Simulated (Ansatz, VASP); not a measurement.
# LiF: VASP beside Ansatz

INCAR

```
PREC = Accurate
ENCUT = 520
EDIFF = 1E-6
ISMEAR = 0
SIGMA = 0.05
LREAL = False
LASPH = True
NELM = 60
ALGO = Normal
ISIF = 2
LWAVE = False
LCHARG = True
GGA = CA
LELF = True
LVHAR = True
NBANDS = 18
```

File KPOINTS:

```
Automatic mesh
0
Gamma
  9 9 6
```

Contents of POSCAR:

```
LiF
1.0
    3.0631065845      0.0000000000      0.0000000000
   -1.5315532922      2.6527281167      0.0000000000
    0.0000000000      0.0000000000      4.5591278403
Li F
2 2
Direct
    0.3333333333      0.6666666667      0.3559038391
    0.6666666667      0.3333333333      0.8559038391
    0.3333333333      0.6666666667      0.9910195924
    0.6666666667      0.3333333333      0.4910195924
```

Input for Ansatz:

```yaml
crystal:
  lattice:
    - [3.0631065845, 0.0, 0.0]
    - [-1.5315532922, 2.6527281167, 0.0]
    - [0.0, 0.0, 4.5591278403]
  atoms:
    - { symbol: Li, position: [0.3333333333, 0.6666666667, 0.3559038391] }
    - { symbol: Li, position: [0.6666666667, 0.3333333333, 0.8559038391] }
    - { symbol: F, position: [0.3333333333, 0.6666666667, 0.9910195924] }
    - { symbol: F, position: [0.6666666667, 0.3333333333, 0.4910195924] }
basis:
  ecutwfc: 520.0
kpoints:
  mp_grid: { grid: [9, 9, 6] }
hamiltonian:
  xc: lda
scf:
  occupations: { method: gaussian, width: 0.05 }
output:
  forces: true
  stress: true
  eigenvalues: true
  write_density: true
  write_potential: true
  elf: true
  volumetric_format: npy
```

Alike in both runs: task single point; functional LDA; k mesh 9 × 9 × 6; occupations gaussian, width 0.05 eV; no spin polarisation.

```csv
,VASP,Ansatz
version,VASP 6.6.1,Ansatz 0.2.0
potentials or method,"VASP PAW LDA potentials, release 64 (Li_sv, F), cutoff 520 eV","scalar-relativistic, plane waves, PAW"
valence electrons in the cell,20,20
```

```csv
,VASP,Ansatz,Ansatz less VASP
gap on the k mesh at the Fermi level (eV),7.92,7.93,+0.014
least direct gap on the mesh (eV),7.92,7.93,+0.014
rms of the force components (eV/Å),0.592,0.579,-0.0128
```

LDA's correlation is that of Perdew and Zunger in VASP and of Perdew and Wang (1992) in Ansatz. Atom by atom the forces differ by 0.013 eV/Å (rms over components).

Noted on VASP's run: the cutoff is short for stress, so the pressure is rough.
